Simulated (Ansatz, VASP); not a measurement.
# One calculation of B2P, two programs

INCAR

```
SYSTEM = B2P
PREC = Accurate
ENCUT = 520
EDIFF = 1E-7
ISMEAR = -1
SIGMA = 0.05
LREAL = .FALSE.
LASPH = .TRUE.
NELM = 60
ALGO = Normal
ISIF = 2
LWAVE = .FALSE.
LCHARG = .TRUE.
GGA = B5
ALDAX = 1.0
AGGAX = 1.0
AGGAC = 1.0
ALDAC = 0.0
LELF = .TRUE.
LVHAR = .TRUE.
NBANDS = 12
```

The input KPOINTS:

```
regular mesh
0
G
  10 10 10
  0 0 0
```

Contents of POSCAR:

```
B2P
1.0
    1.5151200000      0.8747500000      3.9248800000
   -1.5151200000      0.8747500000      3.9248800000
    0.0000000000     -1.7495000000      3.9248800000
B P
2 1
Direct
    0.4293400000      0.4293400000      0.4293400000
    0.5706600000      0.5706600000      0.5706600000
    0.0000000000      0.0000000000      0.0000000000
```

input.yaml

```yaml
crystal:
  lattice:
    - [1.51512, 0.87475, 3.92488]
    - [-1.51512, 0.87475, 3.92488]
    - [0.0, -1.7495, 3.92488]
  atoms:
    - { symbol: B, position: [0.42934, 0.42934, 0.42934] }
    - { symbol: B, position: [0.57066, 0.57066, 0.57066] }
    - { symbol: P, position: [0.0, 0.0, 0.0] }
hamiltonian:
  xc: blyp
  pseudopotentials: { kind: paw }
kpoints:
  mp_grid: { grid: [10, 10, 10] }
  band_path:
    path:
      - [[0.0, 0.0, 0.0], [0.5, 0.0, 0.0], [0.5, 0.1997816836, -0.1997816836]]
      - [[0.8002183164, 0.5, 0.1997816836], [0.5, 0.5, 0.5], [0.0, 0.0, 0.0], [0.3498908418, 0.0, -0.3498908418]]
      - [[0.6501091582, 0.3498908418, 0.0], [0.5, 0.5, 0.0], [0.6501091582, 0.6501091582, 0.1997816836], [0.5, 0.5, 0.5]]
      - [[0.5, 0.0, 0.0], [0.8002183164, 0.3498908418, 0.3498908418]]
    npoints: 14
scf:
  occupations: { method: fermi_dirac, width: 0.05 }
  n_extra_bands: 7
output:
  forces: true
  stress: true
  eigenvalues: true
  fatbands: false
```

Alike in both runs: functional BLYP; k mesh 10 × 10 × 10; occupations fermi-dirac, width 0.05 eV; no spin polarisation.

```csv
,VASP,Ansatz
version,VASP 6.6.1,Ansatz 0.2.0
potentials or method,"VASP PAW PBE potentials, release 64 (B, P)",Ansatz PAW
plane-wave cutoff (eV),520,420
valence electrons in the cell,11,11
task,single point,band structure
```

```csv
,VASP,Ansatz,Ansatz less VASP
gap on the k mesh at the Fermi level (eV),none,none,-
pressure (GPa),6.1,6.0,-0.06
"traceless stress, the component that is largest in VASP (GPa)",-3.81,-3.66,+0.149
rms of the force components (eV/Å),0.166,0.151,-0.0144
```

VASP's potentials were made for PBE, not for BLYP. Atom by atom the forces differ by 0.014 eV/Å (rms over components). A gap of «none» marks a metal or a gap that the smearing closes. With one functional, cell and mesh, what is left measures potentials, basis and numerics.
